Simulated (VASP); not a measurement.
Here is a VASP 6.6.1 calculation.

File INCAR:

```
SYSTEM = CoO
PREC = Accurate
ENCUT = 600
EDIFF = 1E-6
ISMEAR = 0
SIGMA = 0.1
LREAL = .FALSE.
LASPH = .TRUE.
NELM = 200
ALGO = Normal
ISIF = 2
LWAVE = .FALSE.
LCHARG = .FALSE.
ISPIN = 2
MAGMOM = 3 0
LORBIT = 11
LMAXMIX = 4
GGA = PE
NBANDS = 18
GGA_COMPAT = .FALSE.
```

KPOINTS

```
Automatic mesh
0
G
  8 8 8
  0 0 0
```

POSCAR

```
CoO
1.0
    0.0000000000      2.0268956451      2.0268956451
    2.0268956451      0.0000000000      2.0268956451
    2.0268956451      2.0268956451      0.0000000000
Co O
1 1
Direct
    0.0000000000      0.0000000000      0.0000000000
    0.5000000000      0.5000000000      0.5000000000
```

Potentials or basis: VASP PAW PBE potentials, release 64 (Co, O).

Launch:

```sh
$ cat potpaw_PBE.64/Co/POTCAR potpaw_PBE.64/O/POTCAR > POTCAR
$ mpirun -np 1 vasp_std > vasp.out
```

Q: Predict the net moment.

A: 2.00 μB per cell.

Q: What does it give for the pressure?

A: 24.2 GPa.

Caveat: the cell stands under pressure; a cell with one magnetic atom can't hold antiferromagnetic order, which such compounds often take.
